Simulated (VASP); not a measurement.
Os, 2 atoms in the cell. The structure is hexagonal, space group P6_3/mmc (No. 194). The conventional cell has a = 2.592 Å, b = 2.592 Å, c = 4.124 Å, α = 90.00°, β = 90.00°, γ = 120.00°. Within 3.4 Å of Os (site symmetry -6m2) lie 12 Os at 2.55 to 2.59 Å.  This cell differs from its parent crystal: volume scaled by 0.84.

* Program: VASP 6.6.1
* Task: density of states
* Functional: PBE
* Potentials or basis: VASP PAW PBE potentials, release 64 (Os)
* Cutoff: 520 eV
* k mesh: 18 × 18 × 10
* Occupations: fermi-dirac, width 0.08 eV
* Spin: no spin polarisation
* Dipole correction: no
* k mesh for the DOS: 27 × 27 × 15
* Occupations for the DOS: tetrahedron
* Further INCAR settings: ALGO = Normal; EDIFF = 1e-06

Potentials or basis: VASP PAW PBE potentials, release 64 (Os).

The run is started by

```bash
$ cat potpaw_PBE.64/Os/POTCAR > POTCAR
$ cp INCAR.step1 INCAR
$ cp KPOINTS.step1 KPOINTS
$ mpirun -np 1 vasp_std > vasp.out
$ cp INCAR.step2 INCAR
$ cp KPOINTS.step2 KPOINTS
$ mpirun -np 1 vasp_std > vasp.out
```

Hardware: 1 thread of Intel(R) Xeon(R) Platinum 8259CL CPU @ 2.50GHz (Skylake/Cascade Lake), with other jobs on the host.

Task: How long does it take, and how much memory?

Result: It took 120 s on 1 thread of Intel(R) Xeon(R) Platinum 8259CL CPU @ 2.50GHz (Skylake/Cascade Lake), on a shared host, peak memory 0.29 GiB. Counts: k points 600.
